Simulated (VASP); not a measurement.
# GaP (gw) (F-43m) in VASP: single point with PBE

Aim: the single point of GaP (gw) with PBE.

All numbers are computed with VASP 6.6.1; they aren't measurements. Logs are shortened: lines on timing, memory, paths and dates and some standing lists are left out, and cuts for length are marked.

## 1. The cell of the first run

It takes space group F-43m (No. 216, cubic). Conventional cell: a = 5.506 Å, b = 5.506 Å, c = 5.506 Å, α = 90.00°, β = 90.00°, γ = 90.00°. Within 3.1 Å of Ga (site symmetry -43m) lie 4 P at 2.38 Å. Within 3.1 Å of P (site symmetry -43m) lie 4 Ga at 2.38 Å.

## 2. Single point, PBE

INCAR

```
SYSTEM = GaP
ALGO = Normal
EDIFF = 1E-6
ENCUT = 500
GGA = PE
GGA_COMPAT = .FALSE.
ISIF = 2
ISMEAR = 0
LASPH = .TRUE.
LCHARG = .TRUE.
LELF = .TRUE.
LREAL = .FALSE.
LVHAR = .TRUE.
LWAVE = .FALSE.
NBANDS = 16
NELM = 120
PREC = Accurate
SIGMA = 0.01
```

KPOINTS

```
k-points
0
G
  4 4 4
  0 0 0
```

POSCAR

```
GaP
1.0
    0.0000000000      2.7529840984      2.7529840984
    2.7529840984      0.0000000000      2.7529840984
    2.7529840984      2.7529840984      0.0000000000
Ga P
1 1
Direct
    0.0000000000      0.0000000000      0.0000000000
    0.7500000000      0.7500000000      0.7500000000
```

Potentials or basis: VASP PAW PBE potentials, release 64 (Ga_d, P).

On the command line:

```console
$ cat potpaw_PBE.64/Ga_d/POTCAR potpaw_PBE.64/P/POTCAR > POTCAR
$ mpirun -np 1 vasp_std > vasp.out
```

OUTCAR:

```text
SYSTEM = GaP
   EDIFF = 1E-6
   ENCUT = 500
   GGA = PE
   ISIF = 2
   ISMEAR = 0
   LASPH = .TRUE.
   LREAL = .FALSE.
   NELM = 120
   PREC = Accurate

 ion  position               nearest neighbor table
   1  0.000  0.000  0.000-   2 2.38   2 2.38   2 2.38   2 2.38
   2  0.750  0.750  0.750-   1 2.38   1 2.38   1 2.38   1 2.38

  LATTYP: Found a face centered cubic cell.
 ALAT       =     5.5059681968

  Lattice vectors:

 A1 = (   0.0000000000,   2.7529840984,   2.7529840984)
 A2 = (   2.7529840984,   0.0000000000,   2.7529840984)
 A3 = (   2.7529840984,   2.7529840984,   0.0000000000)

Analysis of symmetry for initial positions (statically):
=====================================================================
 Subroutine PRICEL returns:
 Original cell was already a primitive cell.

 Routine SETGRP: Setting up the symmetry group for a
 face centered cubic supercell.

 Subroutine GETGRP returns: Found 24 space group operations
 (whereof 24 operations were pure point group operations)
 out of a pool of 48 trial point group operations.

The static configuration has the point symmetry T_d .

Analysis of symmetry for dynamics (positions and initial velocities):
=====================================================================
 Subroutine PRICEL returns:
 Original cell was already a primitive cell.

 Routine SETGRP: Setting up the symmetry group for a
 face centered cubic supercell.

 Subroutine GETGRP returns: Found 24 space group operations
 (whereof 24 operations were pure point group operations)
 out of a pool of 48 trial point group operations.

The dynamic configuration has the point symmetry T_d .

 Subroutine INISYM returns: Found 24 space group operations
 (whereof 24 operations are pure point group operations),
 and found     1 'primitive' translations

----------------------------------------------------------------------------------------

                                     Primitive cell

  volume of cell :      41.7293

  direct lattice vectors                    reciprocal lattice vectors
     0.000000000  2.752984098  2.752984098    -0.181621100  0.181621100  0.181621100
     2.752984098  0.000000000  2.752984098     0.181621100 -0.181621100  0.181621100
     2.752984098  2.752984098  0.000000000     0.181621100  0.181621100 -0.181621100

  length of vectors
     3.893307449  3.893307449  3.893307449     0.314576973  0.314576973  0.314576973

  position of ions in fractional coordinates (direct lattice)
     0.000000000  0.000000000  0.000000000
     0.750000000  0.750000000  0.750000000

  ion indices of the primitive-cell ions
   primitive index   ion index
                 1           1
                 2           2

----------------------------------------------------------------------------------------

 KPOINTS: k-points

Automatic generation of k-mesh.
 Grid dimensions read from file:
 generate k-points for:    4    4    4

 Generating k-lattice:

  Cartesian coordinates                     Fractional coordinates (reciprocal lattice)
    -0.045405275  0.045405275  0.045405275     0.250000000  0.000000000  0.000000000
     0.045405275 -0.045405275  0.045405275     0.000000000  0.250000000  0.000000000
     0.045405275  0.045405275 -0.045405275     0.000000000  0.000000000  0.250000000

  Length of vectors
     0.078644243  0.078644243  0.078644243

  Shift w.r.t. Gamma in fractional coordinates (k-lattice)
     0.000000000  0.000000000  0.000000000

 Subroutine IBZKPT returns following result:
 ===========================================

 Found      8 irreducible k-points:

 Following reciprocal coordinates:
            Coordinates               Weight
  0.000000  0.000000  0.000000      1.000000
  0.250000  0.000000  0.000000      8.000000
  0.500000  0.000000  0.000000      4.000000
  0.250000  0.250000  0.000000      6.000000
  0.500000  0.250000  0.000000     24.000000
 -0.250000  0.250000  0.000000     12.000000
  0.500000  0.500000  0.000000      3.000000
 -0.250000  0.500000  0.250000      6.000000
   k-points           NKPTS =      8   k-points in BZ     NKDIM =      8   number of bands    NBANDS=     16
   number of dos      NEDOS =    301   number of ions     NIONS =      2
   total plane-waves  NPLWV =  21952
   dimension x,y,z NGX =    28 NGY =   28 NGZ =   28
   dimension x,y,z NGXF=    56 NGYF=   56 NGZF=   56
   ions per type =               1   1
   NGX,Y,Z   is equivalent  to a cutoff of  11.96, 11.96, 11.96 a.u.
   NGXF,Y,Z  is equivalent  to a cutoff of  23.91, 23.91, 23.91 a.u.
 SYSTEM =  GaP
   PREC   = accura    normal or accurate (medium, high low for compatibility)
   ISTART =      0    job   : 0-new  1-cont  2-samecut
   ICHARG =      2    charge: 1-file 2-atom 10-const
   ISPIN  =      1    spin polarized calculation?
   LNONCOLLINEAR =      F non collinear calculations
   LSORBIT =      F    spin-orbit coupling
   LASPH  =      T    aspherical Exc in radial PAW
   ENCUT  =  500.0 eV  36.75 Ry    6.06 a.u.   7.10  7.10  7.10*2*pi/ulx,y,z
   NELM   =    120;   NELMIN=  2; NELMDL= -5     # of ELM steps
   EDIFF  = 0.1E-05   stopping-criterion for ELM
   LREAL  =      F    real-space projection
   EDIFFG = 0.1E-04   stopping-criterion for IOM
   NSW    =      0    number of steps for IOM
   IBRION =     -1    ionic relax: 0-MD 1-quasi-New 2-CG
   NFREE  =      0    steps in history (QN), initial steepest desc. (CG)
   ISIF   =      2    stress and relaxation
   ISYM   =      2    0-nonsym 1-usesym 2-fastsym
   POTIM  = 0.5000    time-step for ionic-motion
   TEBEG  =    0.0;   TEEND  =   0.0 temperature during run
   PSTRESS=    0.0 pullay stress
   NELECT =      18.0000    total number of electrons
   NUPDOWN=      -1.0000    fix difference up-down
   EMIN   =  10.00;   EMAX   =-10.00  energy-range for DOS
   EFERMI =   0.00;   METHOD = LEGACY
   ISMEAR =     0;   SIGMA  =   0.01  broadening in eV -4-tet -1-fermi 0-gaus
   EFERMI_NEDOS =   21; number of points for ismear=-14 and -15
   IALGO  =     38    algorithm
   IMIX   =      4    mixing-type and parameters
     AMIX     =   0.40;   BMIX     =  1.00
     AMIX_MAG =   1.60;   BMIX_MAG =  1.00
  volume/ion in A,a.u.               =      20.86       140.80
  Fermi-wavevector in a.u.,A,eV,Ry     =   1.236949  2.337496 20.817513  1.530044
  Thomas-Fermi vector in A             =   2.371537
   LORBIT       =      0    0 simple, 1 ext, 2 COOP (PROOUT), +10 PAW based schemes
   GGA     = PE    functional components
   LHFCALC =     F    Hartree Fock is set to
   AEXX    =    0.0000 exact exchange contribution
   IVDW    =     0    specifies the selected vdW correction
   LEPSILON=     F    determine dielectric tensor
   LRPA    =     F    only Hartree local field effects (RPA)
 non-spin polarized calculation
 Gauss-broadening in eV      SIGMA  =   0.01
  energy-cutoff  :      500.00
  volume of cell :       41.73
 maximum number of plane-waves:      1068
   NGX = 15   NGY = 15   NGZ = 15

 number of electron      18.0000009 magnetization

 Free energy of the ion-electron system (eV)
  ---------------------------------------------------
  ext. energy  EPLUGINS =         0.00000000
  ---------------------------------------------------
  free energy    TOTEN  =        -8.98846591 eV

  energy without entropy =       -8.98846591  energy(sigma->0) =       -8.98846591

 E-fermi :   4.4664     XC(G=0):  -9.6729

 val. band max:        4.3936037995   @ k =   0.0000   0.0000   0.0000
 cond. band min:       5.9551472777   @ k =   0.5000   0.0000   0.0000
 fundamental gap:      1.5615434782
 Fermi energy:         4.4663559343

 k-point     1 :       0.0000    0.0000    0.0000
  band No.  band energies     occupation
      1     -10.1582      2.00000
      2     -10.1582      2.00000
      3     -10.1582      2.00000
      4     -10.0688      2.00000
      5     -10.0688      2.00000
      6      -7.8819      2.00000
[... 8 lines left out ...]
     15      14.1141      0.00000
     16      14.1141      0.00000

 k-point     2 :       0.2500    0.0000    0.0000
  band No.  band energies     occupation
      1     -10.1953      2.00000
      2     -10.1450      2.00000
      3     -10.1450      2.00000
      4     -10.0676      2.00000
      5     -10.0676      2.00000
      6      -7.1366      2.00000
[... 8 lines left out ...]
     15      13.3240      0.00000
     16      14.2194      0.00000

 k-point     3 :       0.5000    0.0000    0.0000
  band No.  band energies     occupation
      1     -10.2283      2.00000
      2     -10.1360      2.00000
      3     -10.1359      2.00000
      4     -10.0621      2.00000
      5     -10.0621      2.00000
      6      -5.9085      2.00000
[... 8 lines left out ...]
     15      15.9645      0.00000
     16      15.9645      0.00000

 k-point     4 :       0.2500    0.2500    0.0000
  band No.  band energies     occupation
      1     -10.2167      2.00000
      2     -10.1296      2.00000
      3     -10.1296      2.00000
      4     -10.0829      2.00000
      5     -10.0590      2.00000
      6      -6.8835      2.00000
[... 8 lines left out ...]
     15      15.0542      0.00000
     16      16.8596      0.00000

 k-point     5 :       0.5000    0.2500    0.0000
  band No.  band energies     occupation
      1     -10.2394      2.00000
      2     -10.1232      2.00000
      3     -10.1163      2.00000
      4     -10.0816      2.00000
      5     -10.0574      2.00000
      6      -5.5935      2.00000
[... 8 lines left out ...]
     15      16.0570      0.00000
     16      17.3467      0.00000

 k-point     6 :      -0.2500    0.2500    0.0000
  band No.  band energies     occupation
      1     -10.2240      2.00000
      2     -10.1321      2.00000
      3     -10.1280      2.00000
      4     -10.0699      2.00000
      5     -10.0669      2.00000
      6      -6.0786      2.00000
[... 8 lines left out ...]
     15      15.2862      0.00000
     16      17.4867      0.00000

 k-point     7 :       0.5000    0.5000    0.0000
  band No.  band energies     occupation
      1     -10.2623      2.00000
      2     -10.1000      2.00000
      3     -10.0996      2.00000
      4     -10.0996      2.00000
      5     -10.0493      2.00000
      6      -5.0431      2.00000
[... 8 lines left out ...]
     15      16.7072      0.00000
     16      17.2478      0.00000

 k-point     8 :      -0.2500    0.5000    0.2500
  band No.  band energies     occupation
      1     -10.2443      2.00000
      2     -10.1238      2.00000
      3     -10.1043      2.00000
      4     -10.0822      2.00000
      5     -10.0607      2.00000
      6      -4.9609      2.00000
[... 8 lines left out ...]
     15      16.1335      0.00000
     16      17.9040      0.00000

------------------------ aborting loop because EDIFF is reached ----------------------------------------

  FORCE on cell =-STRESS in cart. coord.  units (eV):
  Direction    XX          YY          ZZ          XY          YZ          ZX
  --------------------------------------------------------------------------------------
  -------------------------------------------------------------------------------------
  Total        0.0756908      0.0756908      0.0756908     -0.0000000     -0.0000000      0.0000000
  in kB        2.9061117      2.9061117      2.9061117     -0.0000000     -0.0000000      0.0000000
  external PRESSURE =       2.9061117 kB  Pullay stress =       0.0000000 kB

 VOLUME and BASIS-vectors are now :
 -----------------------------------------------------------------------------
  energy-cutoff  :      500.00
  volume of cell :       41.73
      direct lattice vectors                 reciprocal lattice vectors
     0.000000000  2.752984098  2.752984098    -0.181621100  0.181621100  0.181621100
     2.752984098  0.000000000  2.752984098     0.181621100 -0.181621100  0.181621100
     2.752984098  2.752984098  0.000000000     0.181621100  0.181621100 -0.181621100

 POSITION                                       TOTAL-FORCE (eV/Angst)
 -----------------------------------------------------------------------------------
      0.00000      0.00000      0.00000        -0.000000     -0.000000     -0.000000
      4.12948      4.12948      4.12948         0.000000      0.000000      0.000000
 -----------------------------------------------------------------------------------
    total drift:                               -0.000001     -0.000001     -0.000001

  FREE ENERGIE OF THE ION-ELECTRON SYSTEM (eV)
  ---------------------------------------------------
  free  energy   TOTEN  =        -8.9884659055 eV

  energy  without entropy=       -8.9884659055  energy(sigma->0) =       -8.98846591
```

It took 4.7 s on 1 thread of AMD EPYC 9R45 (Zen 5), shared host; peak memory 0.12 GiB.

Results:

* Free energy: -8.9885 eV
* Pressure: 0.3 GPa
* Band gap on the k mesh: 1.56 eV, indirect (the least direct gap lies 4.3 meV higher)

Levels at points of the mesh, in eV from the valence-band top:
| k point | band 7 | band 8 | band 9 | band 10 | band 11 | band 12 |
| --- | --- | --- | --- | --- | --- | --- |
| (0.00, 0.00, 0.00) | 0.00 | 0.00 | 0.00 | 1.57 | 3.86 | 3.86 |
| (0.50, 0.00, 0.00) | -6.48 | -1.08 | -1.08 | 1.56 | 4.70 | 4.70 |
| (0.50, 0.50, 0.00) | -6.64 | -2.59 | -2.59 | 1.69 | 1.83 | 10.35 |

Caveat: the k points lie up to 0.49 Å⁻¹ apart. A k mesh can miss the band edges.
